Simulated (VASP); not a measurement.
# Zn24O23 (a cell with a defect) in VASP: single point with PBE

Aim: the single point of Zn24O23 (a cell with a defect) with PBE.

Everything below comes from runs of VASP 6.6.1. Logs are shortened: lines on timing, memory, paths and dates and some standing lists are left out, and cuts for length are marked.

### 1 The cell of the first run

The cell holds a defect, 47 atoms: a = 8.428 Å, b = 8.428 Å, c = 8.428 Å, α = 84.74°, β = 84.74°, γ = 84.74°.

### 2 Single point, PBE (atoms taken out, then relaxed in part)

INCAR reads:

```
PREC     = Accurate       # precision mode
ENCUT    = 520            # plane-wave cutoff, eV
EDIFF    = 1E-6           # SCF threshold, eV
ISMEAR   = 0              # smearing method
SIGMA    = 0.01           # smearing width, eV
LREAL    = Auto         
LASPH    = T              # aspherical terms in the spheres
NELM     = 80             # most SCF steps
ALGO     = Normal         # electronic algorithm
ISIF     = 2              # what is computed and relaxed
LWAVE    = F              # write WAVECAR
LCHARG   = F              # write CHGCAR
GGA      = PE             # functional
NELECT   = 424.0        
NBANDS   = 242            # bands
```

KPOINTS reads:

```
Automatic mesh
0
Gamma
  2 2 2
```

POSCAR reads:

```
Zn24O23
1.0
   -3.2793907795     -5.6800714478      5.2932331742
    6.5587815588     -0.0000000001      5.2932331742
   -3.2793907794      5.6800714478      5.2932331742
Zn O
24 23
Direct
    0.6372918899      0.4706252232      0.3039585566
    0.4977686924      0.3313522813      0.6661285188
    0.8323436483      0.6704936975      0.0023961564
    0.4980189480      0.8327951855      0.1644353590
    0.8371603642      0.1690628231      0.4990103150
   -0.0005381479      0.3311020257      0.1646856146
    0.3357294898      0.6656769816      0.5038270308
    0.6671359919      0.0007864514      0.8381173078
    0.1714506411      0.5004693252      0.8341197848
    0.1674531181      0.0047839745      0.3338026586
   -0.0016795261      0.8316538073      0.6649871406
    0.3333727244      0.1667060577      0.0000393911
    0.4946133122      0.1635074159      0.3320095682
    0.3290049181      0.0033171543      0.6710771083
    0.6653429015      0.3279466455     -0.0031592508
    0.3301740825      0.4986762349      0.1612799788
    0.6393249089      0.8792739343      0.5096553753
    0.8350911062      0.0029094487      0.1678945284
    0.1695761153      0.3345611951      0.5017577728
    0.5012278617      0.6684244395      0.8362427820
    0.0044104416      0.1623382514      0.8366504876
    0.0459406010      0.6763220420      0.3059915756
    0.8429887086      0.4726582422      0.7126072676
    0.1699838210      0.8377437750     -0.0043284152
    0.6240670209      0.4602439954      0.7914223162
    0.9598413532      0.7955364198      0.1254373961
    0.6269106621      0.9580889829      0.2907336876
    0.9622030865      0.2921040627      0.6265080198
    0.1247556495      0.4574003543      0.2935773288
    0.4587707294      0.7931746865      0.6288697531
    0.7956261983      0.1264885586      0.9599699677
    0.2933033011      0.6289595316      0.9598218919
    0.2931552252      0.1266366344      0.4622928650
    0.1240372090      0.9573705423      0.7907038756
    0.4616301566      0.2949634899      0.1282968232
    0.6269156301      0.2903325111      0.4602957313
    0.4609622715      0.1259256407      0.7941698893
    0.7936290646      0.4602489634      0.1236658445
    0.4569991778      0.6269623979      0.2935822968
    0.7935225775      0.9611440971      0.6271636108
    0.9600956725      0.1273411481      0.2938888192
    0.2940078148      0.4605554858      0.6267623392
    0.6272221525      0.7934290059      0.9606744815
    0.1275032227      0.2942956048      0.9592589741
    0.1278107637      0.7938302775      0.4601892441
    0.9604969442      0.6268559108      0.7944774304
    0.2925923074      0.9608365560      0.1276289382
```

Potentials or basis: VASP PAW PBE potentials, release 64 (Zn, O).

Launch:

```
cat potpaw_PBE.64/Zn/POTCAR potpaw_PBE.64/O/POTCAR > POTCAR
mpirun -np 1 vasp_std > vasp.out
```

OUTCAR:

```text
PREC = Accurate
   ENCUT = 520
   EDIFF = 1E-6
   ISMEAR = 0
   LREAL = Auto
   LASPH = T
   NELM = 80
   ISIF = 2
   GGA = PE
   NELECT = 424.0

 ion  position               nearest neighbor table
   1  0.637  0.471  0.304-  38 1.92  39 1.92  36 1.92  13 2.93  15 2.93  16 2.93
   2  0.498  0.331  0.666-  42 1.99  37 1.99  36 2.00  25 2.01
   3  0.832  0.670  0.002-  43 1.98  26 1.99  38 2.00  46 2.02
   4  0.498  0.833  0.164-  43 1.99  47 1.99  39 2.00  27 2.01
   5  0.837  0.169  0.499-  41 1.98  28 1.99  36 2.00  40 2.02
   6  0.999  0.331  0.165-  41 1.99  44 1.99  38 2.00  29 2.01
   7  0.336  0.666  0.504-  42 1.98  30 1.99  39 2.00  45 2.02
   8  0.667  0.001  0.838-  43 1.99  31 1.99  37 1.99  40 2.03
   9  0.171  0.500  0.834-  42 1.99  32 1.99  44 1.99  46 2.03
  10  0.167  0.005  0.334-  41 1.99  33 1.99  47 1.99  45 2.03
  11  0.998  0.832  0.665-  40 1.99  46 1.99  45 1.99  34 2.00
  12  0.333  0.167  0.000-  47 2.00  44 2.00  37 2.00  35 2.04
  13  0.495  0.164  0.332-  33 1.97  35 1.98  27 2.01  36 2.05   1 2.93  17 2.93
  14  0.329  0.003  0.671-  34 1.97  33 1.99  37 2.00  30 2.04  17 2.98
  15  0.665  0.328  0.997-  31 1.97  35 1.98  25 2.01  38 2.05   1 2.93  23 2.93
  16  0.330  0.499  0.161-  32 1.97  35 1.98  29 2.01  39 2.05   1 2.93  22 2.93
  17  0.639  0.879  0.510-  30 1.91  27 1.91  40 1.92  13 2.93  14 2.98
  18  0.835  0.003  0.168-  41 1.99  31 1.99  26 2.00  27 2.00
  19  0.170  0.335  0.502-  42 1.99  33 1.99  28 2.00  29 2.00
  20  0.501  0.668  0.836-  43 1.99  32 1.99  30 2.00  25 2.00
  21  0.004  0.162  0.837-  34 1.97  31 1.99  44 2.00  28 2.04  23 2.98
  22  0.046  0.676  0.306-  26 1.91  29 1.91  45 1.92  16 2.93  24 2.98
[... 23 lines left out ...]
  46  0.960  0.627  0.794-  23 1.92  11 1.99   3 2.02   9 2.03
  47  0.293  0.961  0.128-   4 1.99  10 1.99  12 2.00  24 2.00

  LATTYP: Found a trigonal (rhomboedric) cell.
 ALAT       =     8.4282817331
 COS(alpha) =     0.0916368575

  Lattice vectors:

 A1 = (  -3.2793907795,  -5.6800714478,   5.2932331742)
 A2 = (   6.5587815588,  -0.0000000001,   5.2932331742)
 A3 = (  -3.2793907794,   5.6800714478,   5.2932331742)

Analysis of symmetry for initial positions (statically):
=====================================================================
 Subroutine PRICEL returns:
 Original cell was already a primitive cell.

 Routine SETGRP: Setting up the symmetry group for a
 trigonal (rhombohedral) supercell.

 Subroutine GETGRP returns: Found  3 space group operations
 (whereof  1 operations were pure point group operations)
 out of a pool of 12 trial point group operations.

The static configuration has the point symmetry C_1 .
 The point group associated with its full space group is C_3 .

Analysis of symmetry for dynamics (positions and initial velocities):
=====================================================================
 Subroutine PRICEL returns:
 Original cell was already a primitive cell.

 Routine SETGRP: Setting up the symmetry group for a
 trigonal (rhombohedral) supercell.

 Subroutine GETGRP returns: Found  3 space group operations
 (whereof  1 operations were pure point group operations)
 out of a pool of 12 trial point group operations.

The dynamic configuration has the point symmetry C_1 .
 The point group associated with its full space group is C_3 .

 Subroutine INISYM returns: Found  3 space group operations
 (whereof  1 operations are pure point group operations),
 and found     1 'primitive' translations

----------------------------------------------------------------------------------------

                                     Primitive cell

  volume of cell :     591.5879

  direct lattice vectors                    reciprocal lattice vectors
    -3.279390779 -5.680071448  5.293233174    -0.050822448 -0.088027062  0.062973484
     6.558781559 -0.000000000  5.293233174     0.101644896 -0.000000000  0.062973484
    -3.279390779  5.680071448  5.293233174    -0.050822448  0.088027062  0.062973484

  length of vectors
     8.428281733  8.428281733  8.428281733     0.119571504  0.119571504  0.119571504

  position of ions in fractional coordinates (direct lattice)
     0.637291890  0.470625223  0.303958557
     0.497768692  0.331352281  0.666128519
     0.832343648  0.670493697  0.002396156
     0.498018948  0.832795185  0.164435359
     0.837160364  0.169062823  0.499010315
     0.999461852  0.331102026  0.164685615
[... 39 lines left out ...]
     0.960496944  0.626855911  0.794477430
     0.292592307  0.960836556  0.127628938

  ion indices of the primitive-cell ions
   primitive index   ion index
                 1           1
                 2           2
                 3           3
                 4           4
                 5           5
                 6           6
[... 39 lines left out ...]
                46          46
                47          47

----------------------------------------------------------------------------------------

 KPOINTS: Automatic mesh

Automatic generation of k-mesh.
 Grid dimensions read from file:
 generate k-points for:    2    2    2

 Generating k-lattice:

  Cartesian coordinates                     Fractional coordinates (reciprocal lattice)
    -0.025411224 -0.044013531  0.031486742     0.500000000  0.000000000  0.000000000
     0.050822448 -0.000000000  0.031486742    -0.000000000  0.500000000  0.000000000
    -0.025411224  0.044013531  0.031486742     0.000000000  0.000000000  0.500000000

  Length of vectors
     0.059785752  0.059785752  0.059785752

  Shift w.r.t. Gamma in fractional coordinates (k-lattice)
     0.000000000  0.000000000  0.000000000

 Subroutine IBZKPT returns following result:
 ===========================================

 Found      4 irreducible k-points:

 Following reciprocal coordinates:
            Coordinates               Weight
  0.000000  0.000000  0.000000      1.000000
  0.500000 -0.000000  0.000000      3.000000
  0.500000  0.500000 -0.000000      3.000000
  0.500000  0.500000  0.500000      1.000000
   k-points           NKPTS =      4   k-points in BZ     NKDIM =      4   number of bands    NBANDS=    242
   number of dos      NEDOS =    301   number of ions     NIONS =     47
   total plane-waves  NPLWV = 262144
   dimension x,y,z NGX =    64 NGY =   64 NGZ =   64
   dimension x,y,z NGXF=   128 NGYF=  128 NGZF=  128
   ions per type =              24  23
   NGX,Y,Z   is equivalent  to a cutoff of  12.62, 12.62, 12.62 a.u.
   NGXF,Y,Z  is equivalent  to a cutoff of  25.25, 25.25, 25.25 a.u.
 SYSTEM =  unknown system
   PREC   = accura    normal or accurate (medium, high low for compatibility)
   ISTART =      0    job   : 0-new  1-cont  2-samecut
   ICHARG =      2    charge: 1-file 2-atom 10-const
   ISPIN  =      1    spin polarized calculation?
   LNONCOLLINEAR =      F non collinear calculations
   LSORBIT =      F    spin-orbit coupling
   LASPH  =      T    aspherical Exc in radial PAW
   ENCUT  =  520.0 eV  38.22 Ry    6.18 a.u.  15.67 15.67 15.67*2*pi/ulx,y,z
   NELM   =     80;   NELMIN=  2; NELMDL= -5     # of ELM steps
   EDIFF  = 0.1E-05   stopping-criterion for ELM
   LREAL  =      T    real-space projection
   EDIFFG = 0.1E-04   stopping-criterion for IOM
   NSW    =      0    number of steps for IOM
   IBRION =     -1    ionic relax: 0-MD 1-quasi-New 2-CG
   NFREE  =      0    steps in history (QN), initial steepest desc. (CG)
   ISIF   =      2    stress and relaxation
   ISYM   =      2    0-nonsym 1-usesym 2-fastsym
   POTIM  = 0.5000    time-step for ionic-motion
   TEBEG  =    0.0;   TEEND  =   0.0 temperature during run
   PSTRESS=    0.0 pullay stress
   NELECT =     424.0000    total number of electrons
   NUPDOWN=      -1.0000    fix difference up-down
   EMIN   =  10.00;   EMAX   =-10.00  energy-range for DOS
   EFERMI =   0.00;   METHOD = LEGACY
   ISMEAR =     0;   SIGMA  =   0.01  broadening in eV -4-tet -1-fermi 0-gaus
   EFERMI_NEDOS =   21; number of points for ismear=-14 and -15
   IALGO  =     38    algorithm
   IMIX   =      4    mixing-type and parameters
     AMIX     =   0.40;   BMIX     =  1.00
     AMIX_MAG =   1.60;   BMIX_MAG =  1.00
  volume/ion in A,a.u.               =      12.59        84.94
  Fermi-wavevector in a.u.,A,eV,Ry     =   1.465065  2.768572 29.203774  2.146417
  Thomas-Fermi vector in A             =   2.580967
   LORBIT       =      0    0 simple, 1 ext, 2 COOP (PROOUT), +10 PAW based schemes
   GGA     = PE    functional components
   LHFCALC =     F    Hartree Fock is set to
   AEXX    =    0.0000 exact exchange contribution
   IVDW    =     0    specifies the selected vdW correction
   LEPSILON=     F    determine dielectric tensor
   LRPA    =     F    only Hartree local field effects (RPA)
 non-spin polarized calculation
 Gauss-broadening in eV      SIGMA  =   0.01
  energy-cutoff  :      520.00
  volume of cell :      591.59
 maximum number of plane-waves:     15978
 NGX is ok and might be reduce to    64
   NGX = 31   NGY = 31   NGZ = 31

 number of electron     424.0000002 magnetization

 Free energy of the ion-electron system (eV)
  ---------------------------------------------------
  ext. energy  EPLUGINS =         0.00000000
  ---------------------------------------------------
  free energy    TOTEN  =      -209.31698986 eV

  energy without entropy =     -209.31698986  energy(sigma->0) =     -209.31698986

 E-fermi :   0.8673     XC(G=0): -10.5424

 val. band max:        0.7831929937   @ k =   0.0000   0.0000   0.0000
 cond. band min:       1.4029474867   @ k =   0.0000   0.0000   0.0000
 fundamental gap:      0.6197544929
 Fermi energy:         0.8672589665

 k-point     1 :       0.0000    0.0000    0.0000
  band No.  band energies     occupation
      1     -17.0808      2.00000
      2     -16.7088      2.00000
      3     -16.7088      2.00000
      4     -16.6834      2.00000
      5     -16.6342      2.00000
      6     -16.6342      2.00000
[... 897 lines left out ...]
    223       6.4957      0.00000
    224       6.4957      0.00000
 [bands above 224 left out]

------------------------ aborting loop because EDIFF is reached ----------------------------------------

  FORCE on cell =-STRESS in cart. coord.  units (eV):
  Direction    XX          YY          ZZ          XY          YZ          ZX
  --------------------------------------------------------------------------------------
  -------------------------------------------------------------------------------------
  Total       -3.0608732     -3.0608732     -3.3342747     -0.0000001      0.0000000      0.0000000
  in kB       -8.2896591     -8.2896591     -9.0301031     -0.0000002      0.0000000      0.0000000
  external PRESSURE =      -8.5364737 kB  Pullay stress =       0.0000000 kB

 VOLUME and BASIS-vectors are now :
 -----------------------------------------------------------------------------
  energy-cutoff  :      520.00
  volume of cell :      591.59
      direct lattice vectors                 reciprocal lattice vectors
    -3.279390779 -5.680071448  5.293233174    -0.050822448 -0.088027062  0.062973484
     6.558781559 -0.000000000  5.293233174     0.101644896 -0.000000000  0.062973484
    -3.279390779  5.680071448  5.293233174    -0.050822448  0.088027062  0.062973484

 POSITION                                       TOTAL-FORCE (eV/Angst)
 -----------------------------------------------------------------------------------
     -0.00000     -1.89336      7.47339        -0.000000     -0.000000      0.025768
     -1.64361      0.95630      7.91470         0.000238     -0.005703      0.003549
      1.66018     -4.71416      7.96755        -0.004467     -0.005769     -0.000555
      3.28968     -1.89478      7.91470        -0.005058      0.002646      0.003549
     -3.27298     -1.92072      7.96755        -0.002762      0.006753     -0.000555
     -1.64607     -4.74159      7.91470         0.004821      0.003058      0.003549
[... 39 lines left out ...]
     -1.64384     -0.94300     12.60758         0.007461     -0.005795      0.033737
      4.92385     -0.93700      7.31026        -0.000303      0.005337     -0.000736
 -----------------------------------------------------------------------------------
    total drift:                               -0.000099     -0.001392      0.002522

  FREE ENERGIE OF THE ION-ELECTRON SYSTEM (eV)
  ---------------------------------------------------
  free  energy   TOTEN  =      -209.3169898619 eV

  energy  without entropy=     -209.3169898619  energy(sigma->0) =     -209.31698986
```

It took 24 min on 1 thread of Intel Xeon Platinum 8488C (Sapphire Rapids), shared host; peak memory 0.78 GiB.

What came out:

| Item | Value |
| --- | --- |
| Free energy | -209.3170 eV |
| Largest force | 0.042 eV/Å |

Forces on the atoms (eV/Å):
```
Zn   0.000  0.000  0.026
Zn   0.000 -0.006  0.004
Zn  -0.004 -0.006 -0.001
Zn  -0.005  0.003  0.004
Zn  -0.003  0.007 -0.001
Zn   0.005  0.003  0.004
Zn   0.007 -0.001 -0.001
Zn  -0.002 -0.006 -0.003
Zn   0.006  0.001 -0.003
Zn  -0.004  0.005 -0.003
Zn   0.000  0.000  0.001
Zn   0.000  0.000  0.011
Zn  -0.006 -0.006  0.013
Zn  -0.010 -0.009  0.001
Zn   0.008 -0.002  0.013
Zn  -0.002  0.008  0.013
Zn  -0.024 -0.015 -0.006
Zn  -0.001  0.003 -0.004
Zn   0.002 -0.001 -0.004
Zn  -0.002 -0.002 -0.004
Zn   0.013 -0.004  0.001
Zn  -0.001  0.029 -0.006
Zn   0.026 -0.013 -0.006
Zn  -0.003  0.013  0.001
O    0.021  0.028 -0.023
O    0.032 -0.011 -0.014
O    0.014 -0.032 -0.023
O   -0.025 -0.023 -0.014
O   -0.035  0.004 -0.023
O   -0.007  0.033 -0.014
O   -0.004 -0.008  0.000
O    0.009  0.001  0.000
O   -0.005  0.007  0.000
O    0.000  0.000 -0.018
O    0.000  0.000 -0.014
O   -0.032  0.017 -0.002
O   -0.004 -0.003 -0.001
O    0.002 -0.036 -0.002
O    0.030  0.020 -0.002
O   -0.009 -0.004  0.034
O   -0.004 -0.001 -0.001
O    0.001  0.004 -0.001
O    0.003 -0.003 -0.001
O    0.005 -0.002 -0.001
O    0.001  0.009  0.034
O    0.007 -0.006  0.034
O    0.000  0.005 -0.001
```

Levels at points of the mesh, in eV from the Fermi level:
```
           k point  band 210  band 211  band 212  band 213  band 214  band 215
(0.00, 0.00, 0.00)     -0.15     -0.08     -0.08      0.54      3.11      3.90
(0.50, 0.00, 0.00)     -0.36     -0.30     -0.23      1.89      2.06      3.48
(0.50, 0.50, 0.00)     -0.45     -0.41     -0.38      2.33      2.74      2.90
(0.50, 0.50, 0.50)     -0.51     -0.36     -0.36      2.48      3.05      3.46
```

Caveat: the cell carries a net charge on a neutralising background, which shifts energy and pressure; the cell differs from its parent crystal (atoms taken out, then relaxed in part); the cell is charged against a uniform background, so pressure and absolute levels hang on convention.
